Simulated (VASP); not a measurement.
Here is a VASP 6.6.1 calculation.

INCAR

```
  PREC = Accurate
  ENCUT = 520
  EDIFF = 1E-6
  ISMEAR = 0
  SIGMA = 0.1
  LREAL = F
  LASPH = T
  NELM = 150
  ALGO = Normal
  ISIF = 2
  LWAVE = F
  LCHARG = F
  ISPIN = 2
  MAGMOM = 0.5 0
  LORBIT = 11
  LMAXMIX = 4
  LDAU = T
  LDAUTYPE = 2
  LDAUL = 2 -1
  LDAUU = 6.2 0
  LDAUJ = 0 0
  LDAUPRINT = 1
  GGA = PE
  NBANDS = 21
```

KPOINTS

```
regular mesh
0
Gamma
  12 12 12
```

POSCAR

```
WS
1.0
    0.0000000000      2.9747375280      2.9747375280
    2.9747375280      0.0000000000      2.9747375280
    2.9747375280      2.9747375280      0.0000000000
W S
1 1
Direct
    0.0000000000      0.0000000000      0.0000000000
    0.2500000000      0.2500000000      0.2500000000
```

Potentials or basis: VASP PAW PBE potentials, release 64 (W_sv, S).

Command:

```bash
$ cat potpaw_PBE.64/W_sv/POTCAR potpaw_PBE.64/S/POTCAR > POTCAR
$ mpirun -np 1 vasp_std > vasp.out
```

Problem. Estimate the pressure.

Solution. -1.9 GPa.

Problem. What does it give for the site moments?

Solution. W +3.19; S -0.19 μB.

Eigenvalues of the final occupation matrices:
| site | spin | trace | eigenvalues |
| --- | --- | --- | --- |
| site 1 d | 1 | 3.25 | 0.58 0.58 0.58 0.75 0.75 |
| site 1 d | 2 | 0.18 | 0.01 0.01 0.05 0.05 0.05 |

Caveat: spin-orbit coupling is left out, which moves the levels of the heavy elements.
